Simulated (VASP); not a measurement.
A run of VASP 6.6.1 is set up as follows.

File INCAR:

```
SYSTEM = KCl
  PREC = Accurate
  ENCUT = 500
  EDIFF = 1E-6
  ISMEAR = 0
  SIGMA = 0.02
  LREAL = .FALSE.
  LASPH = .TRUE.
  NELM = 120
  ALGO = Normal
  ISIF = 2
  LWAVE = .FALSE.
  LCHARG = .FALSE.
  GGA = CA
  NBANDS = 15
  GGA_COMPAT = .FALSE.
```

File KPOINTS:

```
regular mesh
0
G
  6 6 6
  0 0 0
```

POSCAR

```
KCl
1.0
    0.0000000000      3.0382222732      3.0382222732
    3.0382222732      0.0000000000      3.0382222732
    3.0382222732      3.0382222732      0.0000000000
K Cl
1 1
Direct
    0.0000000000      0.0000000000      0.0000000000
    0.5000000000      0.5000000000      0.5000000000
```

Potentials or basis: VASP PAW LDA potentials, release 64 (K_sv, Cl).

Launch:

```console
$ cat potpaw_LDA.64/K_sv/POTCAR potpaw_LDA.64/Cl/POTCAR > POTCAR
$ mpirun -np 1 vasp_std > vasp.out
```

Task: Predict the band gap on the k mesh.

Result: 5.12 eV.

Task: What does it give for the pressure?

Result: 0.1 GPa.
